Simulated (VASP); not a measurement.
Pd: single point with PBE+U

Crystal: Pd.

```xyz
1
Lattice="0.0000 1.9712 1.9712 1.9712 0.0000 1.9712 1.9712 1.9712 0.0000" Properties=species:S:1:pos:R:3 pbc="T T T"
Pd    0.0000    0.0000    0.0000
```

* Program: VASP 6.6.1
* Task: single point
* Functional: PBE
* Potentials or basis: VASP PAW PBE potentials, release 64 (Pd)
* Cutoff: 500 eV
* k mesh: 18 × 18 × 18
* Occupations: gaussian, width 0.1 eV
* Spin: no spin polarisation
* Hubbard terms: Pd d U = 3.0 eV

The pressure is -5.8 GPa. The band gap on the k mesh is zero (band 5 reaches 8.59 eV, above the bottom of band 6 at 6.91 eV).

Levels at points of the mesh, in eV from the Fermi level:
| k point | band 3 | band 4 | band 5 | band 6 | band 7 | band 8 |
| --- | --- | --- | --- | --- | --- | --- |
| (0.00, 0.00, 0.00) | -2.67 | -2.67 | -1.34 | -1.34 | 18.08 | 22.63 |
| (0.50, 0.00, 0.00) | -2.82 | -0.07 | -0.07 | 2.01 | 7.55 | 17.41 |
| (0.50, 0.50, 0.00) | -0.22 | 0.30 | 0.30 | 4.28 | 10.76 | 13.92 |

Eigenvalues of the final occupation matrices:
```tsv
site	spin	trace	eigenvalues
site 1 d	1	4.40	0.85 0.85 0.85 0.92 0.92
site 1 d	2	4.40	0.85 0.85 0.85 0.92 0.92
```

Wall time 12 s on 1 thread of Intel(R) Xeon(R) Platinum 8559C (Emerald Rapids) (shared host), peak memory 0.14 GiB.

Caveat: U without spin polarisation on a metal has little footing; the U is typed as a test and isn't derived for this compound.
